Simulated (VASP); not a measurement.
# As (R-3m) in VASP: further runs, part 2 of 2

VASP 6.6.1. Earlier steps stand in the parts before.

### Step 3. Electric field gradients, PBE (z stretched by -4 % at fixed volume)

The input, INCAR:

```
SYSTEM = As
ALGO = Normal
EDIFF = 1E-8
ENCUT = 520
GGA = PE
ISIF = 2
ISMEAR = -1
LASPH = .True.
LCHARG = .False.
LEFG = .True.
LREAL = .False.
LWAVE = .False.
NBANDS = 12
NELM = 100
PREC = Accurate
SIGMA = 0.05
```

The input, KPOINTS:

```
k-points
0
Gamma
  13 13 13
  0 0 0
```

The input, POSCAR:

```
As
1.0
    1.9185112564      1.1076529903      3.3463392000
   -1.9185112564      1.1076529903      3.3463392000
    0.0000000000     -2.2153059806      3.3463392000
As
2
Direct
    0.2275400000      0.2275400000      0.2275400000
    0.7724600000      0.7724600000      0.7724600000
```

Potentials or basis: VASP PAW PBE potentials, release 64 (As).

Launch:

```console
cat potpaw_PBE.64/As/POTCAR > POTCAR
mpirun -np 1 vasp_std > vasp.out
```

OUTCAR:

```text
SYSTEM = As
   EDIFF = 1E-8
   ENCUT = 520
   GGA = PE
   ISIF = 2
   ISMEAR = -1
   LASPH = .True.
   LREAL = .False.
   NELM = 100
   PREC = Accurate

 ion  position               nearest neighbor table
   1  0.228  0.228  0.228-   2 2.53   2 2.53   2 2.53
   2  0.772  0.772  0.772-   1 2.53   1 2.53   1 2.53

  LATTYP: Found a trigonal (rhomboedric) cell.
 ALAT       =     4.0131741339
 COS(alpha) =     0.5429300284

  Lattice vectors:

 A1 = (   1.9185112564,   1.1076529903,   3.3463392000)
 A2 = (  -1.9185112564,   1.1076529903,   3.3463392000)
 A3 = (   0.0000000000,  -2.2153059806,   3.3463392000)

Analysis of symmetry for initial positions (statically):
=====================================================================
 Subroutine PRICEL returns:
 Original cell was already a primitive cell.

 Routine SETGRP: Setting up the symmetry group for a
 trigonal (rhombohedral) supercell.
[... 548 lines left out ...]
  energy-cutoff  :      520.00
  volume of cell :       42.67
      direct lattice vectors                 reciprocal lattice vectors
     1.918511256  1.107652990  3.346339200     0.260618747  0.150468304  0.099611340
    -1.918511256  1.107652990  3.346339200    -0.260618747  0.150468304  0.099611340
     0.000000000 -2.215305981  3.346339200     0.000000000 -0.300936608  0.099611340

 POSITION                                       TOTAL-FORCE (eV/Angst)
 -----------------------------------------------------------------------------------
      0.00000      0.00000      2.28428         0.000000      0.000000      0.417074
      0.00000      0.00000      7.75474         0.000000     -0.000000     -0.417074
 -----------------------------------------------------------------------------------
    total drift:                               -0.000000      0.000000     -0.000000

  FREE ENERGIE OF THE ION-ELECTRON SYSTEM (eV)
  ---------------------------------------------------
  free  energy   TOTEN  =        -9.3102409144 eV

  energy  without entropy=       -9.3092465258  energy(sigma->0) =       -9.30974372

 Electric field gradients (V/A^2)
---------------------------------------------------------------------
 ion       V_xx      V_yy      V_zz      V_xy      V_xz      V_yz
---------------------------------------------------------------------
   1      28.714    28.714   -57.429     0.000     0.000     0.000
   2      28.714    28.714   -57.429     0.000     0.000     0.000
---------------------------------------------------------------------

 Electric field gradients after diagonalization (V/A^2)
 (convention: |V_zz| > |V_xx| > |V_yy|)
----------------------------------------------------------------------
 ion       V_xx      V_yy      V_zz     asymmetry (V_yy - V_xx)/ V_zz
----------------------------------------------------------------------
   1      28.714    28.714   -57.429       0.000
   2      28.714    28.714   -57.429       0.000
----------------------------------------------------------------------

           NMR quadrupolar parameters

 Cq : quadrupolar parameter    Cq=e*Q*V_zz/h
 eta: asymmetry parameters     (V_yy - V_xx)/ V_zz
 Q  : nuclear electric quadrupole moment in mb (millibarn)
----------------------------------------------------------------------
 ion       Cq(MHz)       eta       Q (mb)
----------------------------------------------------------------------
   1      -0.139       0.000       1.000
   2      -0.139       0.000       1.000
----------------------------------------------------------------------
```

stdout:

```text
POSCAR found type information on POSCAR As
 POSCAR found :  1 types and       2 ions
 scaLAPACK will be used
 LDA part: xc-table for (Slater+PW92), standard interpolation
 POSCAR, INCAR and KPOINTS ok, starting setup
 FFT: planning ... GRIDC
 FFT: planning ... GRID_SOFT
 FFT: planning ... GRID
 WAVECAR not read
 entering main loop
ion   1

ion   2
```

It took 1.9 min on 1 thread of Intel Xeon 6975P-C, shared host; peak memory 0.24 GiB.

What came out:

- Free energy: -9.3102 eV
- Pressure: 2.8 GPa
- Largest force: 0.417 eV/Å
- Band gap on the k mesh: zero (band 5 reaches 5.46 eV, above the bottom of band 6 at 5.41 eV)

Forces in eV/Å, atoms in the order of the input:
```
As   0.000  0.000  0.417
As   0.000  0.000 -0.417
```

Stress tensor (GPa, compression positive):
```
1.96 0.00 0.00
0.00 1.96 0.00
0.00 0.00 4.49
```

Levels at points of the mesh, in eV from the Fermi level:
```csv
k point,band 2,band 3,band 4,band 5,band 6,band 7,band 8,band 9
"(0.00, 0.00, 0.00)",-5.55,-2.18,-2.18,-1.97,1.87,3.07,3.07,6.56
```

Electric field gradients, principal values (V/Å²):
```tsv
atom	least	middle	greatest (by size)
1 As	28.714	28.714	-57.429
2 As	28.714	28.714	-57.429
```

Caveat: without QUAD_EFG the Cq values of the log hold for a quadrupole moment of 1 mb, not for the nuclei.

### Step 4. Electric field gradients, PBE (z stretched by -4 % at fixed volume)

The input, INCAR:

```
  PREC = Accurate
  ENCUT = 520
  EDIFF = 1E-8
  ISMEAR = -1
  SIGMA = 0.05
  LREAL = F
  LASPH = T
  NELM = 80
  ALGO = Normal
  ISIF = 2
  LWAVE = F
  LCHARG = F
  GGA = PE
  LEFG = T
  NBANDS = 12
```

The input, KPOINTS:

```
Automatic mesh
0
Gamma
  13 13 13
```

POSCAR is that of step 3.

Potentials or basis: VASP PAW PBE potentials, release 64 (As).

Launch:

```console
cat potpaw_PBE.64/As/POTCAR > POTCAR
mpirun -np 1 vasp_std > vasp.out
```

OUTCAR:

```text
PREC = Accurate
   ENCUT = 520
   EDIFF = 1E-8
   ISMEAR = -1
   LREAL = F
   LASPH = T
   NELM = 80
   ISIF = 2
   GGA = PE

 ion  position               nearest neighbor table
   1  0.228  0.228  0.228-   2 2.53   2 2.53   2 2.53
   2  0.772  0.772  0.772-   1 2.53   1 2.53   1 2.53

  LATTYP: Found a trigonal (rhomboedric) cell.
 ALAT       =     4.0131741339
 COS(alpha) =     0.5429300284

  Lattice vectors:

 A1 = (   1.9185112564,   1.1076529903,   3.3463392000)
 A2 = (  -1.9185112564,   1.1076529903,   3.3463392000)
[... 572 lines left out ...]
  ---------------------------------------------------
  free  energy   TOTEN  =        -9.3102409144 eV

  energy  without entropy=       -9.3092465258  energy(sigma->0) =       -9.30974372

 Electric field gradients (V/A^2)
---------------------------------------------------------------------
 ion       V_xx      V_yy      V_zz      V_xy      V_xz      V_yz
---------------------------------------------------------------------
   1      28.714    28.714   -57.429     0.000     0.000     0.000
   2      28.714    28.714   -57.429     0.000     0.000     0.000
---------------------------------------------------------------------

 Electric field gradients after diagonalization (V/A^2)
 (convention: |V_zz| > |V_xx| > |V_yy|)
----------------------------------------------------------------------
 ion       V_xx      V_yy      V_zz     asymmetry (V_yy - V_xx)/ V_zz
----------------------------------------------------------------------
   1      28.714    28.714   -57.429       0.000
   2      28.714    28.714   -57.429       0.000
----------------------------------------------------------------------

           NMR quadrupolar parameters

 Cq : quadrupolar parameter    Cq=e*Q*V_zz/h
 eta: asymmetry parameters     (V_yy - V_xx)/ V_zz
 Q  : nuclear electric quadrupole moment in mb (millibarn)
----------------------------------------------------------------------
 ion       Cq(MHz)       eta       Q (mb)
----------------------------------------------------------------------
   1      -0.139       0.000       1.000
   2      -0.139       0.000       1.000
----------------------------------------------------------------------
```

OSZICAR:

```text
N       E                     dE             d eps       ncg     rms          rms(c)
DAV:   1     0.284497676902E+02    0.28450E+02   -0.42488E+03  5552   0.698E+02
DAV:   2    -0.771999402536E+01   -0.36170E+02   -0.34589E+02  7492   0.111E+02
DAV:   3    -0.931586184085E+01   -0.15959E+01   -0.15845E+01  6960   0.235E+01
DAV:   4    -0.932376546648E+01   -0.79036E-02   -0.79030E-02  6268   0.186E+00
DAV:   5    -0.932378398379E+01   -0.18517E-04   -0.18517E-04  6984   0.990E-02    0.328E+00
DAV:   6    -0.931450233368E+01    0.92817E-02   -0.58567E-03  6256   0.457E-01    0.198E+00
DAV:   7    -0.931010788748E+01    0.43944E-02   -0.12610E-02  6476   0.696E-01    0.868E-02
DAV:   8    -0.931019561312E+01   -0.87726E-04   -0.70883E-04  6544   0.158E-01    0.351E-02
DAV:   9    -0.931024016015E+01   -0.44547E-04   -0.61408E-05  6780   0.497E-02    0.155E-02
DAV:  10    -0.931024083740E+01   -0.67725E-06   -0.44662E-06  6584   0.121E-02    0.386E-03
DAV:  11    -0.931024078307E+01    0.54329E-07   -0.85615E-07  6488   0.603E-03    0.146E-03
DAV:  12    -0.931024088381E+01   -0.10074E-06   -0.53088E-08  6844   0.131E-03    0.270E-04
DAV:  13    -0.931024092478E+01   -0.40968E-07   -0.63034E-09  4460   0.475E-04    0.141E-04
DAV:  14    -0.931024091122E+01    0.13561E-07   -0.12198E-09  3304   0.221E-04    0.224E-05
DAV:  15    -0.931024091443E+01   -0.32081E-08   -0.56884E-11  3168   0.550E-05
   1 F= -.93102409E+01 E0= -.93097437E+01  d E =-.994389E-03
```

Wall time 1.7 min (1 thread of Intel Xeon 6975P-C, shared host); peak memory 0.24 GiB.

Results:

* Free energy: -9.3102 eV
* Pressure: 2.8 GPa
* Largest force: 0.417 eV/Å
* Band gap on the k mesh: zero (band 5 reaches 5.46 eV, above the bottom of band 6 at 5.41 eV)

Forces in eV/Å, atoms in the order of the input:
```
As   0.000  0.000  0.417
As   0.000  0.000 -0.417
```

Stress tensor (GPa, compression positive):
```
1.96 0.00 0.00
0.00 1.96 0.00
0.00 0.00 4.49
```

Electric field gradients, principal values (V/Å²):
| atom | least | middle | greatest (by size) |
| --- | --- | --- | --- |
| 1 As | 28.714 | 28.714 | -57.429 |
| 2 As | 28.714 | 28.714 | -57.429 |

Caveat: without QUAD_EFG the Cq values of the log hold for a quadrupole moment of 1 mb, not for the nuclei.
